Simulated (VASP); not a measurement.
Write the native input for VASP 6.6.1 that does the following.

| Quantity | Value |
| --- | --- |
| Task | single point |
| Functional | PBEsol |
| Potentials or basis | VASP PAW PBE potentials, release 64 (Zn, Se) |
| Cutoff | 520 eV |
| k mesh | 6 × 6 × 6 |
| Occupations | fermi-dirac, width 0.01 eV |
| Spin | no spin polarisation |
| Dipole correction | no |
| Further INCAR settings | ALGO = Normal; EDIFF = 1e-06; NBANDS = 16 |

The structure of ZnSe (Stilleite) lies in POSCAR:

```
ZnSe
1.0
    0.0000000000      2.7902592128      2.7902592128
    2.7902592128      0.0000000000      2.7902592128
    2.7902592128      2.7902592128      0.0000000000
Zn Se
1 1
Direct
    0.0000000000      0.0000000000      0.0000000000
    0.2500000000      0.2500000000      0.2500000000
```

The input as run:

INCAR

```
ALGO = Normal
EDIFF = 1E-6
ENCUT = 520
GGA = PS
ISIF = 2
ISMEAR = -1
LASPH = True
LCHARG = True
LELF = True
LREAL = False
LVHAR = True
LWAVE = False
NBANDS = 16
NELM = 60
PREC = Accurate
SIGMA = 0.01
```

KPOINTS

```
k-points
0
Gamma
  6 6 6
```

Potentials or basis: VASP PAW PBE potentials, release 64 (Zn, Se).

Command:

```sh
$ cat potpaw_PBE.64/Zn/POTCAR potpaw_PBE.64/Se/POTCAR > POTCAR
$ mpirun -np 1 vasp_std > vasp.out
```

It gave:

```json
{"Pressure": "2.3 GPa", "Band gap on the k mesh": "1.36 eV, direct"}
```

Caveat: the PAW data sets were made with another functional, which shifts forces and pressure a little.

Wall time 33 s on 1 thread of AMD EPYC 7R13, on a shared host, peak memory 0.14 GiB.
